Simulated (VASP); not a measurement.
Set up this calculation in VASP 6.6.1, as the native input.

```
Task                   : single point
Functional             : PBE
Potentials or basis    : VASP PAW PBE potentials, release 64 (Ir_sv_GW, O)
Cutoff                 : 700 eV
k mesh                 : 6 × 6 × 4
Occupations            : gaussian, width 0.1 eV
Spin                   : no spin polarisation
Dipole correction      : no
Further INCAR settings : ALGO = Normal; EDIFF = 1e-06; NBANDS = 40
```

The structure of Ir3O2 lies in POSCAR:

```
Ir3O2
1.0
    3.6656462566      0.0000000000      0.0000000000
   -1.8328231283      3.1745427795      0.0000000000
    0.0000000000      0.0000000000      5.6347354016
Ir O
3 2
Direct
    0.0000000000      0.0000000000      0.0000000000
    0.3333333333      0.6666666667      0.7471377564
    0.6666666667      0.3333333333      0.2528622436
    0.3333333333      0.6666666667      0.3887321288
    0.6666666667      0.3333333333      0.6112678712
```

These files were run (other wordings do the same):

INCAR

```
SYSTEM = Ir3O2
PREC = Accurate
ENCUT = 700
EDIFF = 1E-6
ISMEAR = 0
SIGMA = 0.1
LREAL = .FALSE.
LASPH = .TRUE.
NELM = 120
ALGO = Normal
ISIF = 2
LWAVE = .FALSE.
LCHARG = .FALSE.
GGA = PE
NBANDS = 40
GGA_COMPAT = .FALSE.
```

KPOINTS

```
Automatic mesh
0
G
  6 6 4
  0 0 0
```

Potentials or basis: VASP PAW PBE potentials, release 64 (Ir_sv_GW, O).

The run is started by

```bash
$ cat potpaw_PBE.64/Ir_sv_GW/POTCAR potpaw_PBE.64/O/POTCAR > POTCAR
$ mpirun -np 1 vasp_std > vasp.out
```

It gave:

- Pressure: -0.3 GPa
- Largest force: 0.038 eV/Å
- Band gap on the k mesh: zero (an odd number of electrons rules out a gap without spin polarisation)

Caveat: spin-orbit coupling is left out, which moves the levels of the heavy elements; an odd number of electrons without spin polarisation forces a metal; a magnetic or distorted state may lie lower.

Wall time 110 s on 1 thread of Intel(R) Xeon(R) Platinum 8259CL CPU @ 2.50GHz (Skylake/Cascade Lake), with other jobs on the host, peak memory 0.26 GiB.
